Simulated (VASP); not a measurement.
Wanted: the native input for a VASP 6.6.1 run.

```
Task                   : single point
Functional             : PBEsol
Potentials or basis    : VASP PAW PBE potentials, release 64 (Si, C)
Cutoff                 : 600 eV
k mesh                 : 10 × 10 × 10
Occupations            : gaussian, width 0.01 eV
Spin                   : no spin polarisation
Dipole correction      : no
Further INCAR settings : ALGO = Normal; EDIFF = 1e-06; NBANDS = 11
```

The structure of SiC lies in POSCAR:

```
SiC
1.0
    0.0000000000      2.1784301831      2.1784301831
    2.1784301831      0.0000000000      2.1784301831
    2.1784301831      2.1784301831      0.0000000000
Si C
1 1
Direct
    0.0000000000      0.0000000000      0.0000000000
    0.2500000000      0.2500000000      0.2500000000
```

These files were run (other wordings do the same):

INCAR

```
SYSTEM = SiC
PREC = Accurate
ENCUT = 600
EDIFF = 1E-6
ISMEAR = 0
SIGMA = 0.01
LREAL = .FALSE.
LASPH = .TRUE.
NELM = 120
ALGO = Normal
ISIF = 2
LWAVE = .FALSE.
LCHARG = .FALSE.
GGA = PS
NBANDS = 11
GGA_COMPAT = .FALSE.
```

KPOINTS

```
Automatic mesh
0
G
  10 10 10
  0 0 0
```

Potentials or basis: VASP PAW PBE potentials, release 64 (Si, C).

Run with:

```bash
$ cat potpaw_PBE.64/Si/POTCAR potpaw_PBE.64/C/POTCAR > POTCAR
$ mpirun -np 1 vasp_std > vasp.out
```

It gave:

- Pressure: 0.2 GPa
- Band gap on the k mesh: 1.23 eV (least direct gap 4.44 eV)

Caveat: the PAW data sets were made with another functional, which shifts forces and pressure a little.

Wall time 13 s on 1 thread of AMD EPYC 7R13 Processor (Zen 3) (shared host), peak memory 0.12 GiB.
